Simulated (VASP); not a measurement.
Input of a VASP 6.6.1 run:

The input INCAR:

```
SYSTEM = Cu
PREC = Accurate
ENCUT = 520
EDIFF = 1E-6
ISMEAR = 0
SIGMA = 0.15
LREAL = .False.
LASPH = .True.
NELM = 60
ALGO = Normal
ISIF = 2
LWAVE = .False.
LCHARG = .True.
GGA = PS
LELF = .True.
LVHAR = .True.
NBANDS = 12
```

The input KPOINTS:

```
regular mesh
0
Gamma
  24 24 24
  0 0 0
```

File POSCAR:

```
Cu
1.0
   -1.3345838210      1.3345838210      1.3760814500
    1.3345838210     -1.3345838210      1.3760814500
    1.3345838210      1.3345838210     -1.3760814500
Cu
1
Direct
    0.0000000000      0.0000000000      0.0000000000
```

Potentials or basis: VASP PAW PBE potentials, release 64 (Cu).

Launch:

```sh
$ cat potpaw_PBE.64/Cu/POTCAR > POTCAR
$ mpirun -np 1 vasp_std > vasp.out
```

(1) What does it give for the pressure?

Answers

(1) 35.9 GPa.

Caveat: the cell differs from its parent crystal (strain -0.0750 x Voigt [1, 1, 0, 0, 0, 0]); the PAW data sets were made with another functional, which shifts forces and pressure a little.
